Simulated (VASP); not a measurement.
# BAs5: relaxation of cell and atoms with PBE

The system is BAs5.

```xyz
6
Lattice="0.0000 3.8569 3.8569 3.8569 0.0000 3.8569 3.8569 3.8569 0.0000" Properties=species:S:1:pos:R:3 pbc="T T T"
B     5.7853    5.7853    5.7853
As    2.8939    2.8939    0.9630
As    0.9630    2.8939    2.8939
As    0.9630    0.9630    0.9630
As    2.8939    0.9630    2.8939
As    3.8569    3.8569    3.8569
```

The cell was built from a structure type or drawn by symmetry, and may not be a known phase.

```json
{"Program": "VASP 6.6.1", "Task": "relaxation of cell and atoms", "Functional": "PBE", "Potentials or basis": "VASP PAW PBE potentials, release 64 (B, As)", "Cutoff": "600 eV", "k mesh": "8 × 8 × 8", "Occupations": "gaussian, width 0.1 eV", "Spin": "no spin polarisation", "Dipole correction": "no", "Further INCAR settings": "ALGO = Normal; EDIFF = 1e-06; IBRION = 2; EDIFFG = -0.01; NSW = 100; ISIF = 3"}
```

- Relaxed volume: 19.53 Å³/atom
- Relaxed cell: a = 5.493 Å, b = 5.493 Å, c = 5.493 Å, α = 60.00°, β = 60.00°, γ = 60.00°
- Space group after relaxing (to 0.1 Å): F-43m (No. 216)
- Energy gained by relaxing: 2.4 meV/atom
- Ionic steps: 6
- Pressure after relaxing: -0.1 GPa
- Band gap on the k mesh: zero (bands 14 and 15 overlap by 1.99 eV)

Step by step:
```csv
step,energy change (eV),largest force (eV/Å),pressure (GPa),volume (Å³)
1,0.0000,0.1176,1.38,114.75
2,-0.0108,0.0871,-0.35,117.50
3,-0.0111,0.0902,-0.12,117.10
4,-0.0126,0.0690,-0.07,117.05
5,-0.0146,0.0018,0.10,116.88
6,-0.0146,0.0002,-0.08,117.19
```

Final structure:
```cif
data_structure
_symmetry_space_group_name_H-M 'P 1'
_symmetry_Int_Tables_number 1
_cell_length_a 5.4929
_cell_length_b 5.4929
_cell_length_c 5.4929
_cell_angle_alpha 60.000
_cell_angle_beta 60.000
_cell_angle_gamma 60.000
_cell_volume 117.19
loop_
_atom_site_label
_atom_site_type_symbol
_atom_site_fract_x
_atom_site_fract_y
_atom_site_fract_z
_atom_site_occupancy
B1 B 0.75000 0.75000 0.75000 1
As1 As 0.12302 0.12302 0.63094 1
As2 As 0.63094 0.12302 0.12302 1
As3 As 0.12302 0.12302 0.12302 1
As4 As 0.12302 0.63094 0.12302 1
As5 As 0.50000 0.50000 0.50000 1
```

Levels at points of the mesh, in eV from the Fermi level:
```csv
k point,band 10,band 11,band 12,band 13,band 14,band 15,band 16,band 17,band 18
"(0.00, 0.00, 0.00)",-4.84,-2.92,-2.92,-1.72,-1.72,-1.72,2.37,2.37,2.37
"(0.50, 0.00, 0.00)",-1.93,-1.93,-1.68,-1.17,-1.17,0.08,0.46,1.61,1.61
"(0.50, 0.50, 0.00)",-2.77,-1.11,-1.11,-0.83,-0.61,-0.50,-0.40,0.76,1.22
```

Wall time 4.4 min on 1 thread of Intel(R) Xeon(R) Platinum 8259CL CPU @ 2.50GHz (Skylake/Cascade Lake), on a shared host, peak memory 0.37 GiB.
